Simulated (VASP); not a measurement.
# Pb (Im-3m) in VASP: further runs

Pb is run at these levels: LDA; tasks: single point, relaxation of cell and atoms.

All numbers are computed with VASP 6.6.1; they aren't measurements. Logs are shortened: lines on timing, memory, paths and dates and some standing lists are left out, and cuts for length are marked.

### 1 The cell of the first run

It takes space group Im-3m (No. 229, cubic). The conventional cell has a = 3.251 Å, b = 3.251 Å, c = 3.251 Å, α = 90.00°, β = 90.00°, γ = 90.00°. Pb (site symmetry m-3m) has 14 Pb at 2.82 to 3.25 Å within 3.7 Å.

### 2 Single point, LDA

Input file INCAR:

```
PREC = Accurate
ENCUT = 520
EDIFF = 1E-7
ISMEAR = -1
SIGMA = 0.05
LREAL = False
LASPH = True
NELM = 60
ALGO = Normal
ISIF = 2
LWAVE = False
LCHARG = False
NBANDS = 13
```

Input file KPOINTS:

```
Automatic mesh
0
Gamma
  17 17 17
```

Input file POSCAR:

```
Pb
1.0
   -1.6257185464      1.6257185464      1.6257185464
    1.6257185464     -1.6257185464      1.6257185464
    1.6257185464      1.6257185464     -1.6257185464
Pb
1
Direct
    0.0000000000      0.0000000000      0.0000000000
```

Potentials or basis: VASP PAW LDA potentials, release 64 (Pb_d).

Started as:

```bash
cat potpaw_LDA.64/Pb_d/POTCAR > POTCAR
mpirun -np 1 vasp_std > vasp.out
```

OUTCAR:

```text
PREC = Accurate
   ENCUT = 520
   EDIFF = 1E-7
   ISMEAR = -1
   LREAL = False
   LASPH = True
   NELM = 60
   ISIF = 2

 ion  position               nearest neighbor table
   1  0.000  0.000  0.000-

  LATTYP: Found a body centered cubic cell.
 ALAT       =     3.2514370928

  Lattice vectors:

 A1 = (  -1.6257185464,   1.6257185464,   1.6257185464)
 A2 = (   1.6257185464,  -1.6257185464,   1.6257185464)
 A3 = (   1.6257185464,   1.6257185464,  -1.6257185464)

Analysis of symmetry for initial positions (statically):
=====================================================================
 Subroutine PRICEL returns:
 Original cell was already a primitive cell.

 Routine SETGRP: Setting up the symmetry group for a
 body centered cubic supercell.

 Subroutine GETGRP returns: Found 48 space group operations
 (whereof 48 operations were pure point group operations)
 out of a pool of 48 trial point group operations.

The static configuration has the point symmetry O_h .

Analysis of symmetry for dynamics (positions and initial velocities):
=====================================================================
 Subroutine PRICEL returns:
 Original cell was already a primitive cell.

 Routine SETGRP: Setting up the symmetry group for a
 body centered cubic supercell.

 Subroutine GETGRP returns: Found 48 space group operations
 (whereof 48 operations were pure point group operations)
 out of a pool of 48 trial point group operations.

The dynamic configuration has the point symmetry O_h .

 Subroutine INISYM returns: Found 48 space group operations
 (whereof 48 operations are pure point group operations),
 and found     1 'primitive' translations

----------------------------------------------------------------------------------------

                                     Primitive cell

  volume of cell :      17.1868

  direct lattice vectors                    reciprocal lattice vectors
    -1.625718546  1.625718546  1.625718546     0.000000000  0.307556312  0.307556312
     1.625718546 -1.625718546  1.625718546     0.307556312  0.000000000  0.307556312
     1.625718546  1.625718546 -1.625718546     0.307556312  0.307556312  0.000000000

  length of vectors
     2.815827121  2.815827121  2.815827121     0.434950307  0.434950307  0.434950307

  position of ions in fractional coordinates (direct lattice)
     0.000000000  0.000000000  0.000000000

  ion indices of the primitive-cell ions
   primitive index   ion index
                 1           1

----------------------------------------------------------------------------------------

 KPOINTS: Automatic mesh

Automatic generation of k-mesh.
 Grid dimensions read from file:
 generate k-points for:   17   17   17

 Generating k-lattice:

  Cartesian coordinates                     Fractional coordinates (reciprocal lattice)
     0.000000000  0.018091548  0.018091548     0.058823529  0.000000000  0.000000000
     0.018091548  0.000000000  0.018091548     0.000000000  0.058823529  0.000000000
     0.018091548  0.018091548  0.000000000     0.000000000  0.000000000  0.058823529

  Length of vectors
     0.025585312  0.025585312  0.025585312

  Shift w.r.t. Gamma in fractional coordinates (k-lattice)
     0.000000000  0.000000000  0.000000000

 Subroutine IBZKPT returns following result:
 ===========================================

 Found    165 irreducible k-points:

 Following reciprocal coordinates:
            Coordinates               Weight
  0.000000  0.000000  0.000000      1.000000
  0.058824  0.000000  0.000000     12.000000
  0.117647  0.000000  0.000000     12.000000
  0.176471  0.000000  0.000000     12.000000
  0.235294  0.000000  0.000000     12.000000
  0.294118  0.000000  0.000000     12.000000
[... 16 lines left out ...]
  0.411765  0.117647  0.000000     48.000000
  0.176471  0.176471  0.000000     24.000000
 [... further k-points ...]
   k-points           NKPTS =    165   k-points in BZ     NKDIM =    165   number of bands    NBANDS=     13
   number of dos      NEDOS =    301   number of ions     NIONS =      1
   total plane-waves  NPLWV =  13824
   dimension x,y,z NGX =    24 NGY =   24 NGZ =   24
   dimension x,y,z NGXF=    48 NGYF=   48 NGZF=   48
   ions per type =               1
   NGX,Y,Z   is equivalent  to a cutoff of  14.17, 14.17, 14.17 a.u.
   NGXF,Y,Z  is equivalent  to a cutoff of  28.34, 28.34, 28.34 a.u.
 SYSTEM =  unknown system
   PREC   = accura    normal or accurate (medium, high low for compatibility)
   ISTART =      0    job   : 0-new  1-cont  2-samecut
   ICHARG =      2    charge: 1-file 2-atom 10-const
   ISPIN  =      1    spin polarized calculation?
   LNONCOLLINEAR =      F non collinear calculations
   LSORBIT =      F    spin-orbit coupling
   LASPH  =      T    aspherical Exc in radial PAW
   ENCUT  =  520.0 eV  38.22 Ry    6.18 a.u.   5.24  5.24  5.24*2*pi/ulx,y,z
   NELM   =     60;   NELMIN=  2; NELMDL= -5     # of ELM steps
   EDIFF  = 0.1E-06   stopping-criterion for ELM
   LREAL  =      F    real-space projection
   EDIFFG = 0.1E-05   stopping-criterion for IOM
   NSW    =      0    number of steps for IOM
   IBRION =     -1    ionic relax: 0-MD 1-quasi-New 2-CG
   NFREE  =      0    steps in history (QN), initial steepest desc. (CG)
   ISIF   =      2    stress and relaxation
   ISYM   =      2    0-nonsym 1-usesym 2-fastsym
   POTIM  = 0.5000    time-step for ionic-motion
   TEBEG  =    0.0;   TEEND  =   0.0 temperature during run
   PSTRESS=    0.0 pullay stress
   NELECT =      14.0000    total number of electrons
   NUPDOWN=      -1.0000    fix difference up-down
   EMIN   =  10.00;   EMAX   =-10.00  energy-range for DOS
   EFERMI =   0.00;   METHOD = LEGACY
   ISMEAR =    -1;   SIGMA  =   0.05  broadening in eV -4-tet -1-fermi 0-gaus
   EFERMI_NEDOS =   21; number of points for ismear=-14 and -15
   IALGO  =     38    algorithm
   IMIX   =      4    mixing-type and parameters
     AMIX     =   0.40;   BMIX     =  1.00
     AMIX_MAG =   1.60;   BMIX_MAG =  1.00
  volume/ion in A,a.u.               =      17.19       115.98
  Fermi-wavevector in a.u.,A,eV,Ry     =   1.528923  2.889245 31.805035  2.337604
  Thomas-Fermi vector in A             =   2.636615
   LORBIT       =      0    0 simple, 1 ext, 2 COOP (PROOUT), +10 PAW based schemes
   GGA     = CA    functional components
   LHFCALC =     F    Hartree Fock is set to
   AEXX    =    0.0000 exact exchange contribution
   IVDW    =     0    specifies the selected vdW correction
   LEPSILON=     F    determine dielectric tensor
   LRPA    =     F    only Hartree local field effects (RPA)
 non-spin polarized calculation
  energy-cutoff  :      520.00
  volume of cell :       17.19
 maximum number of plane-waves:       478
 NGX is ok and might be reduce to    24
   NGX = 11   NGY = 11   NGZ = 11

 number of electron      14.0000002 magnetization

 Free energy of the ion-electron system (eV)
  ---------------------------------------------------
  ext. energy  EPLUGINS =         0.00000000
  ---------------------------------------------------
  free energy    TOTEN  =        -2.06446814 eV

  energy without entropy =       -2.06242844  energy(sigma->0) =       -2.06344829

 E-fermi :  15.8770     XC(G=0): -13.4790

 val. band max:       15.8201632669   @ k =   0.2941   0.1765   0.1176
 cond. band min:      15.9671711728   @ k =   0.2353   0.2353   0.1765
 fundamental gap:      0.1470079059
 Fermi energy:        15.8770118421

 k-point     1 :       0.0000    0.0000    0.0000
  band No.  band energies     occupation
      1      -2.8609      2.00000
      2      -2.8609      2.00000
      3      -2.8609      2.00000
      4      -1.8363      2.00000
      5      -1.8363      2.00000
      6      -1.5958      2.00000
      7      26.7641      0.00000
      8      26.7641      0.00000
      9      26.7641      0.00000
     10      29.9332      0.00000
     11      29.9332      0.00000
     12      29.9332      0.00000
     13      33.6127      0.00000

 k-point     2 :       0.0588    0.0000    0.0000
  band No.  band energies     occupation
      1      -2.8768      2.00000
      2      -2.8523      2.00000
      3      -2.8098      2.00000
      4      -1.8553      2.00000
      5      -1.8361      2.00000
      6      -1.4736      2.00000
      7      26.4328      0.00000
      8      26.7255      0.00000
      9      26.8277      0.00000
     10      28.8347      0.00000
     11      29.3886      0.00000
     12      29.4079      0.00000
     13      34.0662      0.00000

 k-point     3 :       0.1176    0.0000    0.0000
  band No.  band energies     occupation
      1      -2.9225      2.00000
      2      -2.8445      2.00000
      3      -2.6615      2.00000
      4      -1.9062      2.00000
      5      -1.8355      2.00000
      6      -1.0917      2.00000
      7      24.7722      0.00000
      8      26.3292      0.00000
      9      27.0067      0.00000
     10      27.7733      0.00000
     11      28.1072      0.00000
     12      28.9079      0.00000
     13      34.5642      0.00000
[... 305 lines left out ...]
 k-point    23 :       0.4118    0.1176    0.0000
  band No.  band energies     occupation
      1      -3.2967      2.00000
      2      -3.1610      2.00000
      3      -1.9206      2.00000
      4      -1.8855      2.00000
      5      -1.3092      2.00000
      6       7.0551      2.00000
      7       9.3084      2.00000
      8      18.8377      0.00000
      9      21.6338      0.00000
     10      28.3252      0.00000
     11      30.5605      0.00000
     12      31.9559      0.00000
     13      35.6401      0.00000

 k-point    24 :       0.1765    0.1765    0.0000
  band No.  band energies     occupation
      1      -3.1150      2.00000
      2      -2.8548      2.00000
      3      -2.0993      2.00000
      4      -2.0375      2.00000
      5      -1.7910      2.00000
      6       2.0123      2.00000
      7      17.4922      0.00000
      8      19.6238      0.00000
      9      23.3999      0.00000
     10      27.9135      0.00000
     11      30.1132      0.00000
     12      32.0803      0.00000
     13      35.0736      0.00000

 [... further k-points ...]

------------------------ aborting loop because EDIFF is reached ----------------------------------------

  FORCE on cell =-STRESS in cart. coord.  units (eV):
  Direction    XX          YY          ZZ          XY          YZ          ZX
  --------------------------------------------------------------------------------------
  -------------------------------------------------------------------------------------
  Total       10.5021944     10.5021944     10.5021944      0.0000000      0.0000000     -0.0000000
  in kB      979.0267588    979.0267588    979.0267588      0.0000000      0.0000000     -0.0000000
  external PRESSURE =     979.0267588 kB  Pullay stress =       0.0000000 kB

 VOLUME and BASIS-vectors are now :
 -----------------------------------------------------------------------------
  energy-cutoff  :      520.00
  volume of cell :       17.19
      direct lattice vectors                 reciprocal lattice vectors
    -1.625718546  1.625718546  1.625718546     0.000000000  0.307556312  0.307556312
     1.625718546 -1.625718546  1.625718546     0.307556312  0.000000000  0.307556312
     1.625718546  1.625718546 -1.625718546     0.307556312  0.307556312  0.000000000

 POSITION                                       TOTAL-FORCE (eV/Angst)
 -----------------------------------------------------------------------------------
      0.00000      0.00000      0.00000        -0.000000     -0.000000     -0.000000
 -----------------------------------------------------------------------------------
    total drift:                               -0.000000      0.000000     -0.000000

  FREE ENERGIE OF THE ION-ELECTRON SYSTEM (eV)
  ---------------------------------------------------
  free  energy   TOTEN  =        -2.0644681363 eV

  energy  without entropy=       -2.0624284432  energy(sigma->0) =       -2.06344829
```

Run time: 16 s. Hardware: 1 thread of Intel Xeon 6975P-C, shared host; peak memory 0.16 GiB.

What came out:

```
Free energy            : -2.0645 eV
Pressure               : 97.9 GPa
Band gap on the k mesh : zero (band 7 reaches 26.76 eV, above the bottom of band 8 at 11.94 eV)
```

Caveat: spin-orbit coupling is left out, which moves the levels of the heavy elements.

[end of part 1 of 2]
